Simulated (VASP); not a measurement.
# Te3W: single point with PBEsol

Te3W:

```
CELL_PARAMETERS angstrom
5.33361 0.00000 0.00000
0.00000 5.33361 0.00000
0.00000 0.00000 5.33361
ATOMIC_POSITIONS crystal
Te 0.00000 0.00000 0.50000
Te 0.00000 0.50000 0.00000
Te 0.50000 0.00000 0.00000
W 0.00000 0.00000 0.00000
```

This cell differs from its parent crystal: volume scaled by 1.02.

```yaml
Program: VASP 6.6.1
Task: single point
Functional: PBEsol
Potentials_or_basis: VASP PAW PBE potentials, release 64 (Te, W_sv)
Cutoff: 520 eV
k_mesh: 8 × 8 × 8
Occupations: fermi-dirac, width 0.15 eV
Spin: no spin polarisation
```

```json
{
 "Pressure": "-1.1 GPa",
 "Band gap on the k mesh": "zero (band 16 reaches 4.68 eV, above the bottom of band 17 at 3.29 eV)"
}
```

Levels at points of the mesh, in eV from the Fermi level:
```csv
k point,band 13,band 14,band 15,band 16,band 17,band 18,band 19,band 20
"(0.00, 0.00, 0.00)",-1.57,-0.94,-0.94,-0.94,-0.09,-0.09,-0.09,0.34
"(0.50, 0.00, 0.00)",-2.20,-1.55,-1.43,-0.38,-0.38,0.37,0.98,1.09
"(0.50, 0.50, 0.00)",-2.93,-1.79,-1.79,0.66,0.71,0.75,1.12,1.12
"(0.50, 0.50, 0.50)",-4.46,0.74,0.74,0.74,0.82,0.82,0.82,3.11
```

Wall time 72 s on 1 thread of Intel(R) Xeon(R) 6975P-C (Granite Rapids) (shared host), peak memory 0.3 GiB.

Caveat: the PAW data sets were made with another functional, which shifts forces and pressure a little; spin-orbit coupling is left out, which moves the levels of the heavy elements.
